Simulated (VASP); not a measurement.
Runs of VASP 6.6.1 on W. The structure is that of space group Fm-3m (No. 225), or close to it. The cells are those of the table. 

```tsv
cell	gap on the mesh (eV)	pressure (GPa)
a = 2.871 Å, angles 60.0°, 1 atom	none	-4.0
a = 2.835, b = 2.835, c = 2.799 Å, angles 60.4, 60.4, 59.2°, 1 atom	none	(a)
a = 2.907, b = 2.907, c = 2.943 Å, angles 59.6, 59.6, 60.8°, 1 atom	none	-15.9
a = 2.800, b = 2.800, c = 2.727 Å, angles 60.9, 60.9, 58.3°, 1 atom	none	30.0
```

Alike in all rows: task single point; level PBE; potentials or basis VASP PAW PBE potentials, release 64 (W_sv); no spin polarisation; k mesh 15 × 15 × 15; cutoff (eV) 500; smearing fermi-dirac 0.15 eV.

Problem. Estimate the missing entries.

Solution. (a) 11.1.

Caveats: spin-orbit coupling is left out, which moves the levels of the heavy elements.

A k mesh can miss the band edges, and the runs leave out spin-orbit coupling on W.

A gap of «none» marks levels without a gap at the run's occupations.
